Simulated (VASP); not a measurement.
Set up this calculation in VASP 6.6.1, as the native input.

```
Task                   : single point
Functional             : PBE
Potentials or basis    : VASP PAW PBE potentials, release 64 (Pt)
Cutoff                 : 500 eV
k mesh                 : 14 × 14 × 14
Occupations            : fermi-dirac, width 0.1 eV
Spin                   : collinear spin
Starting moments       : [0.05] μB
Fixed moment           : 0.05 μB
Dipole correction      : no
Further INCAR settings : ALGO = Normal; EDIFF = 1e-06; NBANDS = 15
```

The structure of Pt lies in POSCAR:

```
Pt
1.0
    0.0000000000      1.9609000000      1.9609000000
    1.9609000000      0.0000000000      1.9609000000
    1.9609000000      1.9609000000      0.0000000000
Pt
1
Direct
    0.0000000000      0.0000000000      0.0000000000
```

The input as run:

INCAR

```
PREC = Accurate
ENCUT = 500
EDIFF = 1E-6
ISMEAR = -1
SIGMA = 0.1
LREAL = False
LASPH = True
NELM = 200
ALGO = Normal
ISIF = 2
LWAVE = False
LCHARG = False
ISPIN = 2
MAGMOM = 0.05
LORBIT = 11
NUPDOWN = 0.05
LMAXMIX = 4
GGA = PE
NBANDS = 15
GGA_COMPAT = False
```

KPOINTS

```
regular mesh
0
Gamma
  14 14 14
```

Potentials or basis: VASP PAW PBE potentials, release 64 (Pt).

The run is started by

```bash
$ cat potpaw_PBE.64/Pt/POTCAR > POTCAR
$ mpirun -np 1 vasp_std > vasp.out
```

Results of the run:

The pressure is 9.8 GPa. The net moment is 0.05 μB per cell. The site moments are Pt +0.05 μB and the valence electrons inside the program's atomic spheres are Pt 9.30.

Caveat: the cell stands under pressure; the total moment is fixed, so each spin has its own Fermi level.

Wall time 44 s on 1 thread of Intel Xeon 8259CL (shared host), peak memory 0.15 GiB.
